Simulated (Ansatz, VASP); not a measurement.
# Ca in VASP and in Ansatz

```
CELL_PARAMETERS angstrom
3.46048 0.00000 0.00000
0.00000 3.46048 0.00000
0.00000 0.00000 3.46048
ATOMIC_POSITIONS crystal
Ca 0.00000 0.00000 0.00000
```

Change from the starting cell: volume scaled by 0.95, PAW files.

Alike in both runs: task electric field gradients; functional PBE; k mesh 13 × 13 × 13; occupations fermi-dirac, width 0.05 eV; no spin polarisation.

|  | VASP | Ansatz |
| --- | --- | --- |
| version | VASP 6.6.1 | Ansatz 0.2.0 |
| potentials or method | VASP PAW PBE potentials, release 64 (Ca_sv) | PAW with Ansatz's default frozen-core files, scalar-relativistic |
| plane-wave cutoff (eV) | 520 | 420 |
| valence electrons in the cell | 10 | 10 |

```csv
,VASP,Ansatz,Ansatz less VASP
pressure (GPa),0.6,0.6,-0.01
```

With one functional, cell and mesh, what is left measures potentials, basis and numerics.
